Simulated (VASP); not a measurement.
# CaOsO3 (Cmmm) in VASP: notebook

CaOsO3 is run at these levels: LDA; tasks: single point.

All numbers are computed with VASP 6.6.1; they aren't measurements. Logs are shortened: lines on timing, memory, paths and dates and some standing lists are left out, and cuts for length are marked.

## (1) The cell of the first run

The structure is orthorhombic, space group Cmmm (No. 65). Conventional cell: a = 5.449 Å, b = 5.729 Å, c = 3.952 Å, α = 90.00°, β = 90.00°, γ = 90.00°. Within 3.6 Å of Ca (site symmetry mmm) lie 12 O at 2.72 to 2.86 Å and 8 Os at 3.37 to 3.48 Å. Os (site symmetry mmm) has 6 O at 1.98 Å within 2.6 Å. Within 2.6 Å of O (site symmetry mmm) lie 2 Os at 1.98 Å. O (site symmetry 2/m) has 2 Os at 1.98 Å within 2.6 Å.

## (2) Single point, LDA

Contents of INCAR:

```
SYSTEM = CaOsO3
  PREC = Accurate
  ENCUT = 520
  EDIFF = 1E-6
  ISMEAR = -1
  SIGMA = 0.15
  LREAL = .FALSE.
  LASPH = .TRUE.
  NELM = 60
  ALGO = Normal
  ISIF = 2
  LWAVE = .FALSE.
  LCHARG = .FALSE.
  GGA = CA
  NBANDS = 26
```

Contents of KPOINTS:

```
regular mesh
0
G
  9 9 9
  0 0 0
```

Contents of POSCAR:

```
CaOsO3
1.0
    3.9521600000     -0.0988040000      0.0000000000
   -0.0988040000      3.9521600000      0.0000000000
    0.0000000000      0.0000000000      3.9521600000
Ca Os O
1 1 3
Direct
    0.0000000000      0.0000000000      0.0000000000
    0.5000000000      0.5000000000      0.5000000000
    0.5000000000      0.5000000000      0.0000000000
    0.5000000000      0.0000000000      0.5000000000
    0.0000000000      0.5000000000      0.5000000000
```

Potentials or basis: VASP PAW LDA potentials, release 64 (Ca_sv, Os, O).

The run is started by

```console
> cat potpaw_LDA.64/Ca_sv/POTCAR potpaw_LDA.64/Os/POTCAR potpaw_LDA.64/O/POTCAR > POTCAR
> mpirun -np 1 vasp_std > vasp.out
```

OUTCAR:

```text
SYSTEM = CaOsO3
   PREC = Accurate
   ENCUT = 520
   EDIFF = 1E-6
   ISMEAR = -1
   LREAL = .FALSE.
   LASPH = .TRUE.
   NELM = 60
   ISIF = 2
   GGA = CA

 ion  position               nearest neighbor table
   1  0.000  0.000  0.000-
   2  0.500  0.500  0.500-   3 1.98   3 1.98   5 1.98   4 1.98   4 1.98   5 1.98
   3  0.500  0.500  0.000-   2 1.98   2 1.98
   4  0.500  0.000  0.500-   2 1.98   2 1.98
   5  0.000  0.500  0.500-   2 1.98   2 1.98

  LATTYP: Found a base centered orthorhombic cell.
 ALAT       =     5.4494683159
 B/A-ratio  =     1.0512820513
 C/A-ratio  =     0.7252377243

  Lattice vectors:

 A1 = (   3.9521600000,  -0.0988040000,   0.0000000000)
 A2 = (  -0.0988040000,   3.9521600000,   0.0000000000)
 A3 = (   0.0000000000,   0.0000000000,   3.9521600000)

Analysis of symmetry for initial positions (statically):
=====================================================================
 Subroutine PRICEL returns:
 Original cell was already a primitive cell.

 Routine SETGRP: Setting up the symmetry group for a
 base centered orthorhombic supercell.

 Subroutine GETGRP returns: Found  8 space group operations
 (whereof  8 operations were pure point group operations)
 out of a pool of  8 trial point group operations.

The static configuration has the point symmetry D_2h.

Analysis of symmetry for dynamics (positions and initial velocities):
=====================================================================
 Subroutine PRICEL returns:
 Original cell was already a primitive cell.

 Routine SETGRP: Setting up the symmetry group for a
 base centered orthorhombic supercell.

 Subroutine GETGRP returns: Found  8 space group operations
 (whereof  8 operations were pure point group operations)
 out of a pool of  8 trial point group operations.

The dynamic configuration has the point symmetry D_2h.

 Subroutine INISYM returns: Found  8 space group operations
 (whereof  8 operations are pure point group operations),
 and found     1 'primitive' translations

----------------------------------------------------------------------------------------

                                     Primitive cell

  volume of cell :      61.6925

  direct lattice vectors                    reciprocal lattice vectors
     3.952160000 -0.098804000  0.000000000     0.253184434  0.006329611  0.000000000
    -0.098804000  3.952160000  0.000000000     0.006329611  0.253184434  0.000000000
     0.000000000  0.000000000  3.952160000     0.000000000  0.000000000  0.253026193

  length of vectors
     3.953394857  3.953394857  3.952160000     0.253263541  0.253263541  0.253026193

  position of ions in fractional coordinates (direct lattice)
     0.000000000  0.000000000  0.000000000
     0.500000000  0.500000000  0.500000000
     0.500000000  0.500000000  0.000000000
     0.500000000  0.000000000  0.500000000
     0.000000000  0.500000000  0.500000000

  ion indices of the primitive-cell ions
   primitive index   ion index
                 1           1
                 2           2
                 3           3
                 4           4
                 5           5

----------------------------------------------------------------------------------------

 KPOINTS: regular mesh

Automatic generation of k-mesh.
 Grid dimensions read from file:
 generate k-points for:    9    9    9

 Generating k-lattice:

  Cartesian coordinates                     Fractional coordinates (reciprocal lattice)
     0.028131604  0.000703290  0.000000000     0.111111111 -0.000000000  0.000000000
     0.000703290  0.028131604  0.000000000    -0.000000000  0.111111111  0.000000000
     0.000000000  0.000000000  0.028114021     0.000000000  0.000000000  0.111111111

  Length of vectors
     0.028140393  0.028140393  0.028114021

  Shift w.r.t. Gamma in fractional coordinates (k-lattice)
     0.000000000  0.000000000  0.000000000

 Subroutine IBZKPT returns following result:
 ===========================================

 Found    125 irreducible k-points:

 Following reciprocal coordinates:
            Coordinates               Weight
  0.000000  0.000000  0.000000      1.000000
  0.111111  0.000000  0.000000      4.000000
  0.222222  0.000000  0.000000      4.000000
  0.333333  0.000000  0.000000      4.000000
  0.444444  0.000000  0.000000      4.000000
  0.111111  0.111111  0.000000      2.000000
[... 16 lines left out ...]
 -0.333333  0.333333  0.000000      2.000000
  0.444444  0.444444  0.000000      2.000000
 [... further k-points ...]
   k-points           NKPTS =    125   k-points in BZ     NKDIM =    125   number of bands    NBANDS=     26
   number of dos      NEDOS =    301   number of ions     NIONS =      5
   total plane-waves  NPLWV =  27000
   dimension x,y,z NGX =    30 NGY =   30 NGZ =   30
   dimension x,y,z NGXF=    60 NGYF=   60 NGZF=   60
   ions per type =               1   1   3
   NGX,Y,Z   is equivalent  to a cutoff of  12.62, 12.62, 12.62 a.u.
   NGXF,Y,Z  is equivalent  to a cutoff of  25.23, 25.23, 25.24 a.u.
 SYSTEM =  CaOsO3
   PREC   = accura    normal or accurate (medium, high low for compatibility)
   ISTART =      0    job   : 0-new  1-cont  2-samecut
   ICHARG =      2    charge: 1-file 2-atom 10-const
   ISPIN  =      1    spin polarized calculation?
   LNONCOLLINEAR =      F non collinear calculations
   LSORBIT =      F    spin-orbit coupling
   LASPH  =      T    aspherical Exc in radial PAW
   ENCUT  =  520.0 eV  38.22 Ry    6.18 a.u.   7.35  7.35  7.35*2*pi/ulx,y,z
   NELM   =     60;   NELMIN=  2; NELMDL= -5     # of ELM steps
   EDIFF  = 0.1E-05   stopping-criterion for ELM
   LREAL  =      F    real-space projection
   EDIFFG = 0.1E-04   stopping-criterion for IOM
   NSW    =      0    number of steps for IOM
   IBRION =     -1    ionic relax: 0-MD 1-quasi-New 2-CG
   NFREE  =      0    steps in history (QN), initial steepest desc. (CG)
   ISIF   =      2    stress and relaxation
   ISYM   =      2    0-nonsym 1-usesym 2-fastsym
   POTIM  = 0.5000    time-step for ionic-motion
   TEBEG  =    0.0;   TEEND  =   0.0 temperature during run
   PSTRESS=    0.0 pullay stress
   NELECT =      36.0000    total number of electrons
   NUPDOWN=      -1.0000    fix difference up-down
   EMIN   =  10.00;   EMAX   =-10.00  energy-range for DOS
   EFERMI =   0.00;   METHOD = LEGACY
   ISMEAR =    -1;   SIGMA  =   0.15  broadening in eV -4-tet -1-fermi 0-gaus
   EFERMI_NEDOS =   21; number of points for ismear=-14 and -15
   IALGO  =     38    algorithm
   IMIX   =      4    mixing-type and parameters
     AMIX     =   0.40;   BMIX     =  1.00
     AMIX_MAG =   1.60;   BMIX_MAG =  1.00
  volume/ion in A,a.u.               =      12.34        83.26
  Fermi-wavevector in a.u.,A,eV,Ry     =   1.368038  2.585218 25.463702  1.871529
  Thomas-Fermi vector in A             =   2.494038
   LORBIT       =      0    0 simple, 1 ext, 2 COOP (PROOUT), +10 PAW based schemes
   GGA     = CA    functional components
   LHFCALC =     F    Hartree Fock is set to
   AEXX    =    0.0000 exact exchange contribution
   IVDW    =     0    specifies the selected vdW correction
   LEPSILON=     F    determine dielectric tensor
   LRPA    =     F    only Hartree local field effects (RPA)
 non-spin polarized calculation
  energy-cutoff  :      520.00
  volume of cell :       61.69
 maximum number of plane-waves:      1690
 NGX is ok and might be reduce to    30
   NGX = 15   NGY = 15   NGZ = 15

 number of electron      35.9999989 magnetization

 Free energy of the ion-electron system (eV)
  ---------------------------------------------------
  ext. energy  EPLUGINS =         0.00000000
  ---------------------------------------------------
  free energy    TOTEN  =       -40.34270168 eV

  energy without entropy =      -40.09132597  energy(sigma->0) =      -40.21701382

 E-fermi :   5.7466     XC(G=0): -11.6575

 val. band max:        5.7461817717   @ k =  -0.3333   0.3333   0.0000
 cond. band min:       5.7469836635   @ k =   0.0000   0.0000   0.4444
 fundamental gap:      0.0008018918
 Fermi energy:         5.7465621682

 k-point     1 :       0.0000    0.0000    0.0000
  band No.  band energies     occupation
      1     -35.5688      2.00000
      2     -16.8241      2.00000
      3     -16.8224      2.00000
      4     -16.8215      2.00000
      5     -14.7045      2.00000
      6     -13.6296      2.00000
[... 18 lines left out ...]
     25       9.5078      0.00000
     26       9.5911      0.00000

 k-point     2 :       0.1111    0.0000    0.0000
  band No.  band energies     occupation
      1     -35.5682      2.00000
      2     -16.8538      2.00000
      3     -16.8224      2.00000
      4     -16.8204      2.00000
      5     -14.6281      2.00000
      6     -13.6209      2.00000
[... 18 lines left out ...]
     25       9.5159      0.00000
     26       9.6765      0.00000

 k-point     3 :       0.2222    0.0000    0.0000
  band No.  band energies     occupation
      1     -35.5666      2.00000
      2     -16.9268      2.00000
      3     -16.8202      2.00000
      4     -16.8175      2.00000
      5     -14.4369      2.00000
      6     -13.6092      2.00000
[... 18 lines left out ...]
     25       9.4409      0.00000
     26       9.8415      0.00000

 k-point     4 :       0.3333    0.0000    0.0000
  band No.  band energies     occupation
      1     -35.5647      2.00000
      2     -17.0037      2.00000
      3     -16.8176      2.00000
      4     -16.8143      2.00000
      5     -14.2268      2.00000
      6     -13.5972      2.00000
[... 18 lines left out ...]
     25       9.8519      0.00000
     26      10.0223      0.00000
[... 496 lines left out ...]
      1     -35.5600      2.00000
      2     -16.9672      2.00000
      3     -16.9105      2.00000
      4     -16.8032      2.00000
      5     -13.9833      2.00000
      6     -13.2281      2.00000
[... 18 lines left out ...]
     25      10.1612      0.00000
     26      11.3914      0.00000

 k-point    23 :      -0.3333    0.3333    0.0000
  band No.  band energies     occupation
      1     -35.5611      2.00000
      2     -16.9493      2.00000
      3     -16.9089      2.00000
      4     -16.8056      2.00000
      5     -14.0268      2.00000
      6     -13.3248      2.00000
[... 18 lines left out ...]
     25      10.0297      0.00000
     26      10.8959      0.00000

 k-point    24 :       0.4444    0.4444    0.0000
  band No.  band energies     occupation
      1     -35.5589      2.00000
      2     -16.9476      2.00000
      3     -16.9396      2.00000
      4     -16.8007      2.00000
      5     -13.9721      2.00000
      6     -13.0664      2.00000
[... 18 lines left out ...]
     25      10.2400      0.00000
     26      12.2367      0.00000

 [... further k-points ...]

------------------------ aborting loop because EDIFF is reached ----------------------------------------

  FORCE on cell =-STRESS in cart. coord.  units (eV):
  Direction    XX          YY          ZZ          XY          YZ          ZX
  --------------------------------------------------------------------------------------
  -------------------------------------------------------------------------------------
  Total       -4.5782137     -4.5782137     -4.5932580      0.5155937      0.0000000      0.0000000
  in kB     -118.8980155   -118.8980155   -119.2887231     13.3901711      0.0000000      0.0000000
  external PRESSURE =    -119.0282514 kB  Pullay stress =       0.0000000 kB

 VOLUME and BASIS-vectors are now :
 -----------------------------------------------------------------------------
  energy-cutoff  :      520.00
  volume of cell :       61.69
      direct lattice vectors                 reciprocal lattice vectors
     3.952160000 -0.098804000  0.000000000     0.253184434  0.006329611  0.000000000
    -0.098804000  3.952160000  0.000000000     0.006329611  0.253184434  0.000000000
     0.000000000  0.000000000  3.952160000     0.000000000  0.000000000  0.253026193

 POSITION                                       TOTAL-FORCE (eV/Angst)
 -----------------------------------------------------------------------------------
      0.00000      0.00000      0.00000         0.000000     -0.000000      0.000000
      1.92668      1.92668      1.97608        -0.000000      0.000000      0.000000
      1.92668      1.92668      0.00000        -0.000000     -0.000000      0.000000
      1.97608     -0.04940      1.97608         0.000000     -0.000000      0.000000
     -0.04940      1.97608      1.97608         0.000000     -0.000000      0.000000
 -----------------------------------------------------------------------------------
    total drift:                                0.000000      0.000000     -0.000000

  FREE ENERGIE OF THE ION-ELECTRON SYSTEM (eV)
  ---------------------------------------------------
  free  energy   TOTEN  =       -40.3427016788 eV

  energy  without entropy=      -40.0913259704  energy(sigma->0) =      -40.21701382
```

It took 2.4 min on 1 thread of AMD EPYC 9755, shared host; peak memory 0.27 GiB.

What came out:

| Property | Result |
| --- | --- |
| Free energy | -40.3427 eV |
| Pressure | -11.9 GPa |
| Band gap on the k mesh | zero (bands 18 and 19 overlap by 3.81 eV) |

Caveat: the cell stands under tension; spin-orbit coupling is left out, which moves the levels of the heavy elements.

## (3) Single point, LDA

Contents of INCAR:

```
SYSTEM = CaOsO3
  ALGO = Normal
  EDIFF = 1E-7
  ENCUT = 520
  GGA = CA
  ISIF = 2
  ISMEAR = -1
  LASPH = .TRUE.
  LCHARG = .TRUE.
  LELF = .TRUE.
  LREAL = .FALSE.
  LVHAR = .TRUE.
  LWAVE = .FALSE.
  NBANDS = 26
  NELM = 100
  PREC = Accurate
  SIGMA = 0.15
```

Contents of KPOINTS:

```
k-points
0
G
  9 9 9
  0 0 0
```

POSCAR, as its differences from that of step 2:

```diff
@@ -2,4 +2,4 @@
 1.0
-    3.9521600000     -0.0988040000      0.0000000000
-   -0.0988040000      3.9521600000      0.0000000000
+    3.9521600000     -0.0658693333      0.0000000000
+   -0.0658693333      3.9521600000      0.0000000000
     0.0000000000      0.0000000000      3.9521600000
```

Potentials or basis: VASP PAW LDA potentials, release 64 (Ca_sv, Os, O).

The run is started by

```console
> cat potpaw_LDA.64/Ca_sv/POTCAR potpaw_LDA.64/Os/POTCAR potpaw_LDA.64/O/POTCAR > POTCAR
> mpirun -np 1 vasp_std > vasp.out
```

Run time: 3.7 min. Hardware: 1 thread of AMD EPYC 9755, shared host; peak memory 0.27 GiB.

It converged, with:

```
Free energy            : -40.3482 eV
Pressure               : -11.9 GPa
Band gap on the k mesh : zero (bands 18 and 19 overlap by 3.83 eV)
```

Stress tensor (GPa, compression positive):
```
-11.86   0.87   0.00
  0.87 -11.86   0.00
  0.00   0.00 -11.88
```

Levels at points of the mesh, in eV from the Fermi level:
| k point | band 16 | band 17 | band 18 | band 19 | band 20 | band 21 | band 22 | band 23 |
| --- | --- | --- | --- | --- | --- | --- | --- | --- |
| (0.00, 0.00, 0.00) | -3.51 | -3.04 | -3.03 | -3.00 | 0.44 | 0.44 | 1.87 | 2.03 |

Caveat: the cell stands under tension; spin-orbit coupling is left out, which moves the levels of the heavy elements.

[end of part 1 of 2]
